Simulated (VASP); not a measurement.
**Hg: single point with PBE+D3(BJ)**

Crystal: Hg.

```xyz
1
Lattice="0.0000 2.3169 2.3169 2.3169 0.0000 2.3169 2.3169 2.3169 0.0000" Properties=species:S:1:pos:R:3 pbc="T T T"
Hg    0.0000    0.0000    0.0000
```

```
Program                : VASP 6.6.1
Task                   : single point
Functional             : PBE
Dispersion             : D3(BJ)
Potentials or basis    : VASP PAW PBE potentials, release 64 (Hg)
Cutoff                 : 520 eV
k mesh                 : 16 × 16 × 16
Occupations            : gaussian, width 0.1 eV
Spin                   : no spin polarisation
Dipole correction      : no
Further INCAR settings : ALGO = Fast; EDIFF = 1e-06; NBANDS = 12
```

| Item | Value |
| --- | --- |
| Pressure | 0.3 GPa |
| Band gap on the k mesh | zero (bands 6 and 7 overlap by 1.58 eV) |
| Dispersion energy per atom | -0.421 eV |

Levels at points of the mesh, in eV from the Fermi level:
```tsv
k point	band 2	band 3	band 4	band 5	band 6	band 7	band 8	band 9	band 10	band 11
(0.00, 0.00, 0.00)	-6.70	-6.70	-6.70	-6.13	-6.13	13.62	14.43	14.43	14.43	18.45
(0.50, 0.00, 0.00)	-6.70	-6.70	-5.65	-5.65	-1.57	-1.22	12.16	12.16	12.89	17.52
(0.50, 0.50, 0.00)	-7.49	-5.68	-5.52	-5.52	0.11	0.40	6.98	6.98	11.21	12.86
```

It took 41 s on 1 thread of Intel Xeon 8259CL, on a shared host, peak memory 0.18 GiB.

Caveat: spin-orbit coupling is left out, which moves the levels of the heavy elements.
